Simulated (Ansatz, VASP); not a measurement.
## One calculation of SnO2, two programs

```
CELL_PARAMETERS angstrom
3.14409 0.00000 0.00000
-1.57204 2.72286 0.00000
0.00000 0.00000 9.91646
ATOMIC_POSITIONS crystal
Sn 0.00000 0.00000 0.50000
Sn 0.00000 0.00000 0.00000
O 0.66667 0.33333 0.40179
O 0.66667 0.33333 0.09821
O 0.33333 0.66667 0.59821
O 0.33333 0.66667 0.90179
```

Alike in both runs: task single point; functional PBE; dispersion D3(BJ); k mesh 12 × 12 × 4; occupations gaussian, width 0.05 eV; no spin polarisation.

|  | VASP | Ansatz |
| --- | --- | --- |
| version | VASP 6.6.1 | Ansatz 0.2.0 |
| potentials or method | VASP PAW PBE potentials, release 64 (Sn_d, O), cutoff 520 eV | scalar-relativistic, plane waves, PAW |
| valence electrons in the cell | 52 | 52 |

VASP gave:

| Item | Value |
| --- | --- |
| gap on the k mesh at the Fermi level (eV) | 2.44 |
| least direct gap on the mesh (eV) | 2.95 |
| pressure (GPa) | 13.1 |
| traceless stress, the component that is largest in VASP (GPa) | -4.12 |
| rms of the force components (eV/Å) | 0.529 |

Which values does Ansatz return?

gap on the k mesh at the Fermi level (eV): 2.46; least direct gap on the mesh (eV): 2.96; pressure (GPa): 12.4; traceless stress, the component that is largest in VASP (GPa): -3.66; rms of the force components (eV/Å): 0.500.

Atom by atom the forces differ by 0.030 eV/Å (rms over components).
